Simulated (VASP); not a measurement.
# PbF2 (Fm-3m) in VASP: further runs

PbF2 is run at these levels: r2SCAN; tasks: single point.

All numbers are computed with VASP 6.6.1; they aren't measurements. Logs are shortened: lines on timing, memory, paths and dates and some standing lists are left out, and cuts for length are marked.

### Step 1. The cell of the first run

It takes space group Fm-3m (No. 225, cubic). Conventional cell: a = 5.806 Å, b = 5.806 Å, c = 5.806 Å, α = 90.00°, β = 90.00°, γ = 90.00°. Pb (site symmetry m-3m) has 8 F at 2.51 Å within 3.3 Å. F (site symmetry -43m) has 4 Pb at 2.51 Å and 6 F at 2.90 Å within 3.3 Å.

### Step 2. Single point, r2SCAN

The input, POSCAR:

```
PbF2
1.0
    0.0000000000      2.9031601670      2.9031601670
    2.9031601670      0.0000000000      2.9031601670
    2.9031601670      2.9031601670      0.0000000000
Pb F
1 2
Direct
    0.0000000000      0.0000000000      0.0000000000
    0.7500000000      0.7500000000      0.7500000000
    0.2500000000      0.2500000000      0.2500000000
```

The input, INCAR.step1:

```
PREC     = Accurate       # precision mode
ENCUT    = 660            # plane-wave cutoff, eV
ISMEAR   = -1             # smearing method
SIGMA    = 0.05           # smearing width, eV
LREAL    = F              # projectors in reciprocal space
LASPH    = T              # aspherical terms in the spheres
NELM     = 120            # most SCF steps
NBANDS   = 21             # bands
GGA      = PE             # functional
ALGO     = Normal         # electronic algorithm
EDIFF    = 1E-5           # SCF threshold, eV
LWAVE    = T              # write WAVECAR
LCHARG   = F              # write CHGCAR
GGA_COMPAT= F
```

The input, INCAR.step2:

```
PREC     = Accurate       # precision mode
ENCUT    = 660            # plane-wave cutoff, eV
EDIFF    = 1E-6           # SCF threshold, eV
ISMEAR   = -1             # smearing method
SIGMA    = 0.05           # smearing width, eV
LREAL    = F              # projectors in reciprocal space
LASPH    = T              # aspherical terms in the spheres
NELM     = 120            # most SCF steps
ALGO     = Normal         # electronic algorithm
ISIF     = 2              # what is computed and relaxed
LWAVE    = F              # write WAVECAR
LCHARG   = T              # write CHGCAR
METAGGA  = R2SCAN         # meta-GGA
LMIXTAU  = T            
LELF     = T              # ELF
LVHAR    = T            
NBANDS   = 21             # bands
ISTART   = 1            
GGA_COMPAT= F
```

The input, KPOINTS:

```
regular mesh
0
Gamma
  8 8 8
```

Potentials or basis: VASP PAW PBE potentials, release 64 (Pb_d, F).

Started as:

```bash
$ cat potpaw_PBE.64/Pb_d/POTCAR potpaw_PBE.64/F/POTCAR > POTCAR
$ cp INCAR.step1 INCAR
$ mpirun -np 1 vasp_std > vasp.out
$ cp INCAR.step2 INCAR
$ mpirun -np 1 vasp_std > vasp.out
```

OUTCAR:

```text
PREC = Accurate
   ENCUT = 660
   EDIFF = 1E-6
   ISMEAR = -1
   LREAL = F
   LASPH = T
   NELM = 120
   ISIF = 2
   METAGGA = R2SCAN
   ISTART = 1

 ion  position               nearest neighbor table
   1  0.000  0.000  0.000-   2 2.51   2 2.51   2 2.51   2 2.51   3 2.51   3 2.51   3 2.51   3 2.51

   2  0.750  0.750  0.750-   1 2.51   1 2.51   1 2.51   1 2.51
   3  0.250  0.250  0.250-   1 2.51   1 2.51   1 2.51   1 2.51

  LATTYP: Found a face centered cubic cell.
 ALAT       =     5.8063203340

  Lattice vectors:

 A1 = (   0.0000000000,   2.9031601670,   2.9031601670)
 A2 = (   2.9031601670,   0.0000000000,   2.9031601670)
 A3 = (   2.9031601670,   2.9031601670,   0.0000000000)

Analysis of symmetry for initial positions (statically):
=====================================================================
 Subroutine PRICEL returns:
 Original cell was already a primitive cell.

 Routine SETGRP: Setting up the symmetry group for a
 face centered cubic supercell.

 Subroutine GETGRP returns: Found 48 space group operations
 (whereof 48 operations were pure point group operations)
 out of a pool of 48 trial point group operations.

The static configuration has the point symmetry O_h .

Analysis of symmetry for dynamics (positions and initial velocities):
=====================================================================
 Subroutine PRICEL returns:
 Original cell was already a primitive cell.

 Routine SETGRP: Setting up the symmetry group for a
 face centered cubic supercell.

 Subroutine GETGRP returns: Found 48 space group operations
 (whereof 48 operations were pure point group operations)
 out of a pool of 48 trial point group operations.

The dynamic configuration has the point symmetry O_h .

 Subroutine INISYM returns: Found 48 space group operations
 (whereof 48 operations are pure point group operations),
 and found     1 'primitive' translations

----------------------------------------------------------------------------------------

                                     Primitive cell

  volume of cell :      48.9376

  direct lattice vectors                    reciprocal lattice vectors
     0.000000000  2.903160167  2.903160167    -0.172226116  0.172226116  0.172226116
     2.903160167  0.000000000  2.903160167     0.172226116 -0.172226116  0.172226116
     2.903160167  2.903160167  0.000000000     0.172226116  0.172226116 -0.172226116

  length of vectors
     4.105688482  4.105688482  4.105688482     0.298304383  0.298304383  0.298304383

  position of ions in fractional coordinates (direct lattice)
     0.000000000  0.000000000  0.000000000
     0.750000000  0.750000000  0.750000000
     0.250000000  0.250000000  0.250000000

  ion indices of the primitive-cell ions
   primitive index   ion index
                 1           1
                 2           2
                 3           3

----------------------------------------------------------------------------------------

 KPOINTS: regular mesh

Automatic generation of k-mesh.
 Grid dimensions read from file:
 generate k-points for:    8    8    8

 Generating k-lattice:

  Cartesian coordinates                     Fractional coordinates (reciprocal lattice)
    -0.021528265  0.021528265  0.021528265     0.125000000  0.000000000  0.000000000
     0.021528265 -0.021528265  0.021528265     0.000000000  0.125000000  0.000000000
     0.021528265  0.021528265 -0.021528265     0.000000000  0.000000000  0.125000000

  Length of vectors
     0.037288048  0.037288048  0.037288048

  Shift w.r.t. Gamma in fractional coordinates (k-lattice)
     0.000000000  0.000000000  0.000000000

 Subroutine IBZKPT returns following result:
 ===========================================

 Found     29 irreducible k-points:

 Following reciprocal coordinates:
            Coordinates               Weight
  0.000000  0.000000  0.000000      1.000000
  0.125000  0.000000  0.000000      8.000000
  0.250000  0.000000  0.000000      8.000000
  0.375000  0.000000  0.000000      8.000000
  0.500000  0.000000  0.000000      4.000000
  0.125000  0.125000  0.000000      6.000000
[... 16 lines left out ...]
  0.500000  0.250000  0.125000     48.000000
 -0.375000  0.250000  0.125000     24.000000
 [... further k-points ...]
   k-points           NKPTS =     29   k-points in BZ     NKDIM =     29   number of bands    NBANDS=     21
   number of dos      NEDOS =    301   number of ions     NIONS =      3
   total plane-waves  NPLWV =  46656
   dimension x,y,z NGX =    36 NGY =   36 NGZ =   36
   dimension x,y,z NGXF=    72 NGYF=   72 NGZF=   72
   ions per type =               1   2
   NGX,Y,Z   is equivalent  to a cutoff of  14.58, 14.58, 14.58 a.u.
   NGXF,Y,Z  is equivalent  to a cutoff of  29.15, 29.15, 29.15 a.u.
 SYSTEM =  unknown system
   PREC   = accura    normal or accurate (medium, high low for compatibility)
   ISTART =      1    job   : 0-new  1-cont  2-samecut
   ICHARG =      0    charge: 1-file 2-atom 10-const
   ISPIN  =      1    spin polarized calculation?
   LNONCOLLINEAR =      F non collinear calculations
   LSORBIT =      F    spin-orbit coupling
   LASPH  =      T    aspherical Exc in radial PAW
   ENCUT  =  660.0 eV  48.51 Ry    6.96 a.u.   8.60  8.60  8.60*2*pi/ulx,y,z
   NELM   =    120;   NELMIN=  2; NELMDL=  0     # of ELM steps
   EDIFF  = 0.1E-05   stopping-criterion for ELM
   LREAL  =      F    real-space projection
   EDIFFG = 0.1E-04   stopping-criterion for IOM
   NSW    =      0    number of steps for IOM
   IBRION =     -1    ionic relax: 0-MD 1-quasi-New 2-CG
   NFREE  =      0    steps in history (QN), initial steepest desc. (CG)
   ISIF   =      2    stress and relaxation
   ISYM   =      2    0-nonsym 1-usesym 2-fastsym
   POTIM  = 0.5000    time-step for ionic-motion
   TEBEG  =    0.0;   TEEND  =   0.0 temperature during run
   PSTRESS=    0.0 pullay stress
   NELECT =      28.0000    total number of electrons
   NUPDOWN=      -1.0000    fix difference up-down
   EMIN   =  10.00;   EMAX   =-10.00  energy-range for DOS
   EFERMI =   0.00;   METHOD = LEGACY
   ISMEAR =    -1;   SIGMA  =   0.05  broadening in eV -4-tet -1-fermi 0-gaus
   EFERMI_NEDOS =   21; number of points for ismear=-14 and -15
   IALGO  =     38    algorithm
   IMIX   =      4    mixing-type and parameters
     AMIX     =   0.40;   BMIX     =  1.00
     AMIX_MAG =   1.60;   BMIX_MAG =  1.00
  volume/ion in A,a.u.               =      16.31       110.08
  Fermi-wavevector in a.u.,A,eV,Ry     =   1.359085  2.568298 25.131473  1.847111
  Thomas-Fermi vector in A             =   2.485863
   LORBIT       =      0    0 simple, 1 ext, 2 COOP (PROOUT), +10 PAW based schemes
   METAGGA = R2SCAN    functional components
   LHFCALC =     F    Hartree Fock is set to
   AEXX    =    0.0000 exact exchange contribution
   IVDW    =     0    specifies the selected vdW correction
   LEPSILON=     F    determine dielectric tensor
   LRPA    =     F    only Hartree local field effects (RPA)
 non-spin polarized calculation
  energy-cutoff  :      660.00
  volume of cell :       48.94
 maximum number of plane-waves:      1902
 NGX is ok and might be reduce to    36
   NGX = 17   NGY = 17   NGZ = 17

 number of electron      28.0000001 magnetization

 Free energy of the ion-electron system (eV)
  ---------------------------------------------------
  ext. energy  EPLUGINS =         0.00000000
  ---------------------------------------------------
  free energy    TOTEN  =       -70.11951799 eV

  energy without entropy =      -70.11951799  energy(sigma->0) =      -70.11951799

 E-fermi :   3.4678     XC(G=0): -10.3468

 val. band max:        2.3308350067   @ k =  -0.2500   0.5000   0.2500
 cond. band min:       7.2342109809   @ k =   0.5000   0.5000   0.0000
 fundamental gap:      4.9033759742
 Fermi energy:         3.4678391392

 k-point     1 :       0.0000    0.0000    0.0000
  band No.  band energies     occupation
      1     -20.6229      2.00000
      2     -19.9224      2.00000
      3     -12.6552      2.00000
      4     -12.6552      2.00000
      5     -12.6551      2.00000
      6     -12.5737      2.00000
[... 13 lines left out ...]
     20      18.3677      0.00000
     21      20.8641      0.00000

 k-point     2 :       0.1250    0.0000    0.0000
  band No.  band energies     occupation
      1     -20.5893      2.00000
      2     -19.9530      2.00000
      3     -12.6469      2.00000
      4     -12.6469      2.00000
      5     -12.6151      2.00000
      6     -12.5738      2.00000
[... 13 lines left out ...]
     20      17.8872      0.00000
     21      20.1835      0.00000

 k-point     3 :       0.2500    0.0000    0.0000
  band No.  band energies     occupation
      1     -20.5006      2.00000
      2     -20.0326      2.00000
      3     -12.6334      2.00000
      4     -12.6334      2.00000
      5     -12.5675      2.00000
      6     -12.5675      2.00000
[... 13 lines left out ...]
     20      17.2419      0.00000
     21      18.9083      0.00000

 k-point     4 :       0.3750    0.0000    0.0000
  band No.  band energies     occupation
      1     -20.3857      2.00000
      2     -20.1357      2.00000
      3     -12.6305      2.00000
      4     -12.6305      2.00000
      5     -12.5502      2.00000
      6     -12.5502      2.00000
[... 13 lines left out ...]
     20      16.8683      0.00000
     21      17.9465      0.00000

 k-point     5 :       0.5000    0.0000    0.0000
  band No.  band energies     occupation
      1     -20.2975      2.00000
      2     -20.2182      2.00000
      3     -12.6315      2.00000
      4     -12.6315      2.00000
      5     -12.5408      2.00000
      6     -12.5408      2.00000
[... 13 lines left out ...]
     20      16.7591      0.00000
     21      17.6082      0.00000
[... 382 lines left out ...]
     20      19.9170      0.00000
     21      20.4907      0.00000

 k-point    22 :       0.3750    0.2500    0.1250
  band No.  band energies     occupation
      1     -20.4380      2.00000
      2     -20.0849      2.00000
      3     -12.6059      2.00000
      4     -12.6034      2.00000
      5     -12.5832      2.00000
      6     -12.5466      2.00000
[... 13 lines left out ...]
     20      18.5241      0.00000
     21      19.7525      0.00000

 k-point    23 :       0.5000    0.2500    0.1250
  band No.  band energies     occupation
      1     -20.3465      2.00000
      2     -20.1643      2.00000
      3     -12.6045      2.00000
      4     -12.5955      2.00000
      5     -12.5623      2.00000
      6     -12.5219      2.00000
[... 13 lines left out ...]
     20      19.2364      0.00000
     21      19.8931      0.00000

 k-point    24 :      -0.3750    0.2500    0.1250
  band No.  band energies     occupation
      1     -20.2724      2.00000
      2     -20.2328      2.00000
      3     -12.6046      2.00000
      4     -12.5969      2.00000
      5     -12.5466      2.00000
      6     -12.5123      2.00000
[... 13 lines left out ...]
     20      19.5549      0.00000
     21      19.7959      0.00000

 [... further k-points ...]
[... 5 lines left out ...]
  --------------------------------------------------------------------------------------
  -------------------------------------------------------------------------------------
  Total        1.5570878      1.5570878      1.5570878      0.0000000      0.0000000      0.0000000
  in kB       50.9777552     50.9777552     50.9777552      0.0000000      0.0000000      0.0000000
  external PRESSURE =      50.9777552 kB  Pullay stress =       0.0000000 kB

 VOLUME and BASIS-vectors are now :
 -----------------------------------------------------------------------------
  energy-cutoff  :      660.00
  volume of cell :       48.94
      direct lattice vectors                 reciprocal lattice vectors
     0.000000000  2.903160167  2.903160167    -0.172226116  0.172226116  0.172226116
     2.903160167  0.000000000  2.903160167     0.172226116 -0.172226116  0.172226116
     2.903160167  2.903160167  0.000000000     0.172226116  0.172226116 -0.172226116

 POSITION                                       TOTAL-FORCE (eV/Angst)
 -----------------------------------------------------------------------------------
      0.00000      0.00000      0.00000         0.000000     -0.000000      0.000000
      4.35474      4.35474      4.35474         0.000000      0.000000      0.000000
      1.45158      1.45158      1.45158        -0.000000     -0.000000     -0.000000
 -----------------------------------------------------------------------------------
    total drift:                                0.000000      0.000000      0.000000

  FREE ENERGIE OF THE ION-ELECTRON SYSTEM (eV)
  ---------------------------------------------------
  free  energy   TOTEN  =       -70.1195179876 eV

  energy  without entropy=      -70.1195179876  energy(sigma->0) =      -70.11951799
```

Run time: 3.2 min. Hardware: 1 thread of Oxide Virtual Turin-like, shared host; peak memory 0.19 GiB.

What came out:

```
Free energy            : -70.1195 eV
Pressure               : 5.1 GPa
Band gap on the k mesh : 4.90 eV (least direct gap 5.06 eV)
```

Caveat: the cell stands under pressure; the PAW data sets were made with another functional, which shifts forces and pressure a little; spin-orbit coupling is left out, which moves the levels of the heavy elements. r2SCAN opens gaps a little over a GGA but as a rule still falls short of measured ones.

### Step 3. Single point, r2SCAN

This run uses another cell than the first one, of 16.66 Å³/atom.

The input, POSCAR:

```
PbF2
1.0
    0.0000000000      2.9236056305      2.9236056305
    2.9236056305      0.0000000000      2.9236056305
    2.9236056305      2.9236056305      0.0000000000
Pb F
1 2
Direct
    0.0000000000      0.0000000000      0.0000000000
    0.7500000000      0.7500000000      0.7500000000
    0.2500000000      0.2500000000      0.2500000000
```

The input, INCAR.step1:

```
PREC = Accurate
ENCUT = 660
ISMEAR = -1
SIGMA = 0.05
LREAL = F
LASPH = T
NELM = 120
NBANDS = 21
GGA = PE
ALGO = Normal
EDIFF = 1E-5
LWAVE = T
LCHARG = F
GGA_COMPAT = F
```

The input, INCAR.step2:

```
PREC = Accurate
ENCUT = 660
EDIFF = 1E-6
ISMEAR = -1
SIGMA = 0.05
LREAL = F
LASPH = T
NELM = 120
ALGO = Normal
ISIF = 2
LWAVE = F
LCHARG = F
METAGGA = R2SCAN
LMIXTAU = T
NBANDS = 21
ISTART = 1
GGA_COMPAT = F
```

KPOINTS is that of step 2.

Potentials or basis: VASP PAW PBE potentials, release 64 (Pb_d, F).

Started as:

```bash
$ cat potpaw_PBE.64/Pb_d/POTCAR potpaw_PBE.64/F/POTCAR > POTCAR
$ cp INCAR.step1 INCAR
$ mpirun -np 1 vasp_std > vasp.out
$ cp INCAR.step2 INCAR
$ mpirun -np 1 vasp_std > vasp.out
```

OUTCAR:

```text
PREC = Accurate
   ENCUT = 660
   EDIFF = 1E-6
   ISMEAR = -1
   LREAL = F
   LASPH = T
   NELM = 120
   ISIF = 2
   METAGGA = R2SCAN
   ISTART = 1

 ion  position               nearest neighbor table
   1  0.000  0.000  0.000-   2 2.53   2 2.53   2 2.53   2 2.53   3 2.53   3 2.53   3 2.53   3 2.53

   2  0.750  0.750  0.750-   1 2.53   1 2.53   1 2.53   1 2.53
   3  0.250  0.250  0.250-   1 2.53   1 2.53   1 2.53   1 2.53

  LATTYP: Found a face centered cubic cell.
 ALAT       =     5.8472112610

[... 193 lines left out ...]
      4     -12.8964      2.00000
      5     -12.8964      2.00000
      6     -12.8267      2.00000
[... 565 lines left out ...]
     20      19.1281      0.00000
     21      19.4214      0.00000

 [... further k-points ...]
[... 5 lines left out ...]
  --------------------------------------------------------------------------------------
  -------------------------------------------------------------------------------------
  Total        0.9505434      0.9505434      0.9505434      0.0000000      0.0000000     -0.0000000
  in kB       30.4716649     30.4716649     30.4716649      0.0000000      0.0000000     -0.0000000
  external PRESSURE =      30.4716649 kB  Pullay stress =       0.0000000 kB

 VOLUME and BASIS-vectors are now :
 -----------------------------------------------------------------------------
  energy-cutoff  :      660.00
  volume of cell :       49.98
      direct lattice vectors                 reciprocal lattice vectors
     0.000000000  2.923605630  2.923605630    -0.171021698  0.171021698  0.171021698
     2.923605630  0.000000000  2.923605630     0.171021698 -0.171021698  0.171021698
     2.923605630  2.923605630  0.000000000     0.171021698  0.171021698 -0.171021698

 POSITION                                       TOTAL-FORCE (eV/Angst)
 -----------------------------------------------------------------------------------
      0.00000      0.00000      0.00000        -0.000000     -0.000000     -0.000000
      4.38541      4.38541      4.38541         0.000000      0.000000      0.000000
      1.46180      1.46180      1.46180        -0.000000     -0.000000     -0.000000
 -----------------------------------------------------------------------------------
    total drift:                                0.000000      0.000000      0.000000

  FREE ENERGIE OF THE ION-ELECTRON SYSTEM (eV)
  ---------------------------------------------------
  free  energy   TOTEN  =       -70.1481254213 eV

  energy  without entropy=      -70.1481254213  energy(sigma->0) =      -70.14812542
```

OSZICAR.step1:

```text
N       E                     dE             d eps       ncg     rms          rms(c)
DAV:   1     0.336176733160E+03    0.33618E+03   -0.16791E+04  1236   0.184E+03
DAV:   2     0.164386525574E+02   -0.31974E+03   -0.29836E+03  1313   0.485E+02
DAV:   3    -0.151552387636E+02   -0.31594E+02   -0.31213E+02  1418   0.153E+02
DAV:   4    -0.161039548651E+02   -0.94872E+00   -0.94802E+00  1401   0.274E+01
DAV:   5    -0.161351044434E+02   -0.31150E-01   -0.31146E-01  1540   0.520E+00    0.791E+00
DAV:   6    -0.142816613829E+02    0.18534E+01   -0.82711E+00  1648   0.233E+01    0.255E+00
DAV:   7    -0.142849319298E+02   -0.32705E-02   -0.42744E-01  1298   0.409E+00    0.153E+00
DAV:   8    -0.142846870046E+02    0.24493E-03   -0.98434E-02  1293   0.357E+00    0.558E-01
DAV:   9    -0.142809723288E+02    0.37147E-02   -0.19189E-02  1630   0.112E+00    0.102E-01
DAV:  10    -0.142820864049E+02   -0.11141E-02   -0.14248E-03  1248   0.274E-01    0.301E-02
DAV:  11    -0.142820955081E+02   -0.91032E-05   -0.10249E-04  1422   0.871E-02    0.964E-03
DAV:  12    -0.142821023798E+02   -0.68716E-05   -0.16398E-05  1219   0.333E-02
   1 F= -.14282102E+02 E0= -.14282102E+02  d E =-.177289E-10
```

It took 2.9 min on 1 thread of Oxide Virtual Turin-like, shared host; peak memory 0.19 GiB.

Results:

```
Free energy            : -70.1481 eV
Pressure               : 3.0 GPa
Band gap on the k mesh : 4.92 eV (least direct gap 5.07 eV)
```

Levels at points of the mesh, in eV from the valence-band top:
```tsv
k point	band 11	band 12	band 13	band 14	band 15	band 16	band 17	band 18
(0.00, 0.00, 0.00)	-2.95	-2.43	-2.43	-2.43	7.33	7.33	7.33	10.76
(0.50, 0.00, 0.00)	-3.16	-2.60	-2.60	-0.09	5.35	8.36	8.36	13.52
(0.50, 0.50, 0.00)	-1.99	-1.98	-1.98	-0.15	4.92	8.59	8.59	8.96
```

Caveat: the cell stands under pressure; the PAW data sets were made with another functional, which shifts forces and pressure a little; spin-orbit coupling is left out, which moves the levels of the heavy elements. A k mesh can miss the band edges.

(Continued in part 2 of 2.)
